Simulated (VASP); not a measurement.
Set up this calculation in VASP 6.6.1, as the native input.

```
Task                   : single point
Functional             : r2SCAN
Dispersion             : D4
Potentials or basis    : VASP PAW PBE potentials, release 64 (Hf_pv, N)
Cutoff                 : 520 eV
k mesh                 : 7 × 7 × 7
Occupations            : methfessel-paxton, width 0.1 eV
Spin                   : no spin polarisation
Dipole correction      : no
Further INCAR settings : ALGO = Normal; EDIFF = 1e-06; NBANDS = 14
```

HfN:

```
Hf N
1.0
     0.00000    2.45072    2.45072
     2.45072    0.00000    2.45072
     2.45072    2.45072    0.00000
Hf N
1 1
Direct
  0.00390 0.00131 0.00264
  0.75038 0.75489 0.74931
```

These files were run (other wordings do the same):

POSCAR

```
HfN
1.0
    0.0000000000      2.4507217954      2.4507217954
    2.4507217954      0.0000000000      2.4507217954
    2.4507217954      2.4507217954      0.0000000000
Hf N
1 1
Direct
    0.0039000000      0.0013100000      0.0026400000
    0.7503800000      0.7548900000      0.7493100000
```

INCAR.step1

```
SYSTEM = HfN
ALGO = Normal
EDIFF = 1E-4
ENCUT = 520
GGA = PE
ISMEAR = 1
LASPH = .True.
LCHARG = .False.
LREAL = .False.
LWAVE = .True.
NBANDS = 14
NELM = 60
PREC = Accurate
SIGMA = 0.1
```

INCAR.step2

```
SYSTEM = HfN
ALGO = Normal
EDIFF = 1E-6
ENCUT = 520
ISIF = 2
ISMEAR = 1
ISTART = 1
IVDW = 13
LASPH = .True.
LCHARG = .True.
LELF = .True.
LMIXTAU = .True.
LREAL = .False.
LVHAR = .True.
LWAVE = .False.
METAGGA = R2SCAN
NBANDS = 14
NELM = 60
PREC = Accurate
SIGMA = 0.1
VDW_A1 = 0.51559235
VDW_A2 = 5.77342911
VDW_S6 = 1.0
VDW_S8 = 0.6018749
```

KPOINTS

```
k-points
0
Gamma
  7 7 7
  0 0 0
```

Potentials or basis: VASP PAW PBE potentials, release 64 (Hf_pv, N).

Command:

```console
$ cat potpaw_PBE.64/Hf_pv/POTCAR potpaw_PBE.64/N/POTCAR > POTCAR
$ cp INCAR.step1 INCAR
$ mpirun -np 1 vasp_std > vasp.out
$ cp INCAR.step2 INCAR
$ mpirun -np 1 vasp_std > vasp.out
```

It gave:

| Item | Value |
| --- | --- |
| Pressure | -3.7 GPa |
| Largest force | 0.193 eV/Å |
| Dispersion energy per atom | -0.086 eV |

Caveat: the PAW data sets were made with another functional, which shifts forces and pressure a little; pairwise dispersion overbinds metals, which lowers pressure and volume.

It took 11 min on 1 thread of AMD EPYC 7571, on a shared host, peak memory 0.19 GiB.
